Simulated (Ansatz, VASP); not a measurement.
Two plane-wave programs on Nb

```
Nb
1.0
     4.68263    0.00000    0.00000
    -2.34131    4.05527    0.00000
     0.00000    0.00000   27.42588
Nb
14
Direct
  0.66667 0.33333 0.28645
  0.33333 0.66667 0.31236
  0.00000 0.00000 0.34185
  0.66667 0.33333 0.38028
  0.33333 0.66667 0.41259
  0.00000 0.00000 0.44810
  0.66667 0.33333 0.48390
  0.33333 0.66667 0.51610
  0.00000 0.00000 0.55190
  0.66667 0.33333 0.58741
  0.33333 0.66667 0.61972
  0.00000 0.00000 0.65815
  0.66667 0.33333 0.68764
  0.33333 0.66667 0.71355
```

Alike in both runs: functional PBE; k mesh 9 × 9 × 1; occupations gaussian, width 0.1 eV; no spin polarisation.

Ansatz relaxed the structure, and its values are those at the end. VASP's run is a single point on that final structure, the one shown.

```csv
,VASP,Ansatz
version,VASP 6.6.1,Ansatz 0.2.0
potentials or method,"VASP PAW PBE potentials, release 64 (Nb_sv), cutoff 400 eV","scalar-relativistic, plane waves, PAW"
valence electrons in the cell,182,182
```

```csv
,VASP,Ansatz,Ansatz less VASP
gap on the k mesh at the Fermi level (eV),none,none,-
rms of the force components (eV/Å),0.006,0.003,-0.0034
```

A gap of «none» marks a metal or a gap that the smearing closes. With one functional, cell and mesh, what is left measures potentials, basis and numerics. Ansatz's warnings: xc potential rough in thin density.
